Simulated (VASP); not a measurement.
Set up this calculation in VASP 6.6.1, as the native input.

```yaml
Task: single point
Functional: PBE
Dispersion: D3(BJ)
Potentials_or_basis: VASP PAW PBE potentials, release 64 (H)
Cutoff: 520 eV
k_mesh: 10 × 10 × 26
Occupations: gaussian, width 0.05 eV
Spin: no spin polarisation
Dipole_correction: no
Further_INCAR_settings: ALGO = Normal; EDIFF = 1e-07; NBANDS = 6
```

The structure of H lies in POSCAR:

```
H
1.0
    2.5833977704      0.0000000000      0.0000000000
    0.0000000000      2.5833977704      0.0000000000
    0.0000000000      0.0000000000      1.0050052430
H
1
Direct
    0.0000000000      0.0000000000      0.5000000000
```

This cell differs from its parent crystal: strain -0.025 along x and y, +0.025 along z.

One way to write it, as run:

INCAR

```
SYSTEM = H
PREC     = Accurate       ! precision mode
ENCUT    = 520            ! plane-wave cutoff, eV
EDIFF    = 1E-7           ! SCF threshold, eV
ISMEAR   = 0              ! smearing method
SIGMA    = 0.05           ! smearing width, eV
LREAL    = .False.        ! projectors in reciprocal space
LASPH    = .True.         ! aspherical terms in the spheres
NELM     = 80             ! most SCF steps
ALGO     = Normal         ! electronic algorithm
ISIF     = 2              ! what is computed and relaxed
LWAVE    = .False.        ! write WAVECAR
LCHARG   = .False.        ! write CHGCAR
GGA      = PE             ! functional
IVDW     = 12             ! dispersion correction
NBANDS   = 6              ! bands
```

KPOINTS

```
regular mesh
0
Gamma
  10 10 26
  0 0 0
```

Potentials or basis: VASP PAW PBE potentials, release 64 (H).

The run is started by

```console
$ cat potpaw_PBE.64/H/POTCAR > POTCAR
$ mpirun -np 1 vasp_std > vasp.out
```

Results of the run:

* Pressure: -1.9 GPa
* Dispersion energy per atom: -0.078 eV

Caveat: the cell differs from its parent crystal (strain -0.025 along x and y, +0.025 along z); pairwise dispersion overbinds metals, which lowers pressure and volume.

Wall time 5.9 s on 1 thread of Intel Xeon 6975P-C, on a shared host, peak memory 0.12 GiB.
